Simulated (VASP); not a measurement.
A run of VASP 6.6.1:

File POSCAR:

```
BP
1.0
    0.0000000000      2.2635433886      2.2635433886
    2.2635433886      0.0000000000      2.2635433886
    2.2635433886      2.2635433886      0.0000000000
P B
1 1
Direct
    0.7500000000      0.7500000000      0.7500000000
    0.0000000000      0.0000000000      0.0000000000
```

The input INCAR.step1:

```
PREC     = Accurate       # precision mode
ENCUT    = 520            # plane-wave cutoff, eV
EDIFF    = 1E-5           # SCF threshold, eV
ISMEAR   = -1             # smearing method
SIGMA    = 0.05           # smearing width, eV
LREAL    = False          # projectors in reciprocal space
LASPH    = True           # aspherical terms in the spheres
NELM     = 80             # most SCF steps
ALGO     = Normal         # electronic algorithm
ISIF     = 2              # what is computed and relaxed
LWAVE    = True           # write WAVECAR
LCHARG   = False          # write CHGCAR
GGA      = PE             # functional
NBANDS   = 11             # bands
```

File INCAR.step2:

```
PREC     = Accurate       # precision mode
ENCUT    = 520            # plane-wave cutoff, eV
EDIFF    = 1E-6           # SCF threshold, eV
ISMEAR   = -1             # smearing method
SIGMA    = 0.05           # smearing width, eV
LREAL    = False          # projectors in reciprocal space
LASPH    = True           # aspherical terms in the spheres
NELM     = 80             # most SCF steps
ALGO     = Normal         # electronic algorithm
ISIF     = 2              # what is computed and relaxed
LWAVE    = False          # write WAVECAR
LCHARG   = False          # write CHGCAR
GGA      = PE             # functional
LHFCALC  = True           # exact exchange
HFSCREEN = 0.2079         # screening, 1/A
PRECFOCK = Normal       
ISTART   = 1            
NBANDS   = 11             # bands
```

File KPOINTS:

```
regular mesh
0
Gamma
  5 5 5
```

Potentials or basis: VASP PAW PBE potentials, release 64 (P, B).

Run with:

```console
$ cat potpaw_PBE.64/P/POTCAR potpaw_PBE.64/B/POTCAR > POTCAR
$ cp INCAR.step1 INCAR
$ mpirun -np 1 vasp_std > vasp.out
$ cp INCAR.step2 INCAR
$ mpirun -np 1 vasp_std > vasp.out
```

Hardware: 1 thread of Intel(R) Xeon(R) 6975P-C (Granite Rapids), on a shared host.

**Question.** How long does it take, and how much memory?

**Answer.** Run time: 68 s on 1 thread of Intel(R) Xeon(R) 6975P-C (Granite Rapids), on a shared host, peak memory 0.24 GiB. Counts: k points 10.
